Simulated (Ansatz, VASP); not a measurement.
# CuH4 in VASP and in Ansatz

```
CELL_PARAMETERS angstrom
2.97688 -4.43889 0.00000
2.97688 4.43889 0.00000
0.00000 0.00000 2.40414
ATOMIC_POSITIONS crystal
Cu 0.00000 0.00000 0.00000
H 0.56307 0.56307 0.00000
H 0.43693 0.43693 0.00000
H 0.12364 0.87636 0.50000
H 0.87636 0.12364 0.50000
```

Change from the starting cell: ordered vacancies on the cation sites of rutile (Cmmm, No. 65).

Alike in both runs: task relaxation of cell and atoms; functional PBE; k mesh 8 × 8 × 16; occupations gaussian, width 0.1 eV; no spin polarisation.

|  | VASP | Ansatz |
| --- | --- | --- |
| version | VASP 6.6.1 | Ansatz 0.2.0 |
| potentials or method | VASP PAW PBE potentials, release 64 (Cu, H), cutoff 600 eV | scalar-relativistic, plane waves, PAW |
| valence electrons in the cell | 15 | 23 |

Ansatz gave:

```
gap on the k mesh at the Fermi level, each at its own relaxed structure (eV) : none
relaxed volume (Å³/atom)                                                     : 12.71
relaxed cell length with the largest relative difference (Å)                 : 2.404
```

Problem. What did VASP give for the same quantities?

Solution. gap on the k mesh at the Fermi level, each at its own relaxed structure (eV): none; relaxed volume (Å³/atom): 12.72; relaxed cell length with the largest relative difference (Å): 2.407.

A gap of «none» marks a metal or a gap that the smearing closes. VASP's potentials hold 15 valence electrons a cell and Ansatz's 23, so a difference there can come from the potentials and not from the codes.
